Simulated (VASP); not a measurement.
## Mg8Si4HO: single point with PBEsol

The system is Mg8Si4HO, a slab with vacuum.

```
CELL_PARAMETERS angstrom
6.39100 0.00000 0.00000
0.00000 6.39100 0.00000
0.00000 0.00000 15.79325
ATOMIC_POSITIONS crystal
Mg 0.22913 0.75685 0.35512
Mg 0.09171 0.17885 0.32798
Mg 0.23705 0.26338 0.14196
Mg 0.24572 0.75280 0.15089
Mg 0.73382 0.76566 0.14634
Mg 0.75222 0.24513 0.14325
Mg 0.53706 0.44135 0.28062
Mg 0.75625 0.82392 0.35108
Si 0.00000 0.00000 0.06332
Si 0.97195 0.51995 0.25347
Si 0.47332 0.02754 0.25649
Si 0.50000 0.50000 0.06332
O 0.01046 0.94144 0.39158
H 0.49617 0.61362 0.38224
```

| Property | Result |
| --- | --- |
| Program | VASP 6.6.1 |
| Task | single point |
| Functional | PBEsol |
| Potentials or basis | VASP PAW PBE potentials, release 64 (Mg, Si, O, H) |
| Cutoff | 520 eV |
| k mesh | 3 × 3 × 1 |
| Occupations | gaussian, width 0.1 eV |
| Spin | no spin polarisation |
| Dipole correction | no |
| Further INCAR settings | ALGO = Normal; EDIFF = 1e-06; NBANDS = 32 |

```json
{
 "Largest force": "0.302 eV/Å"
}
```

Forces on the atoms (eV/Å):
```
Mg  -0.005 -0.002 -0.019
Mg  -0.005  0.000 -0.011
Mg  -0.004  0.008  0.002
Mg   0.003 -0.008  0.001
Mg  -0.006  0.002  0.002
Mg   0.009 -0.006 -0.004
Mg  -0.007  0.013  0.001
Mg   0.008  0.006 -0.017
Si   0.049 -0.279 -0.103
Si   0.005 -0.005  0.023
Si  -0.008 -0.003  0.026
Si  -0.046  0.280  0.087
O   -0.002 -0.002  0.008
H    0.008 -0.004  0.005
```

Levels at points of the mesh, in eV from the Fermi level:
```csv
k point,band 16,band 17,band 18,band 19,band 20,band 21,band 22,band 23
"(0.00, 0.00, 0.00)",-1.18,-1.10,-0.88,-0.25,0.24,0.33,1.02,1.19
```

Run time: 6.5 min on 1 thread of AMD EPYC 7R13, with other jobs on the host, peak memory 0.6 GiB.

Caveat: the PAW data sets were made with another functional, which shifts forces and pressure a little; an odd number of electrons without spin polarisation forces a metal; a magnetic or distorted state may lie lower.
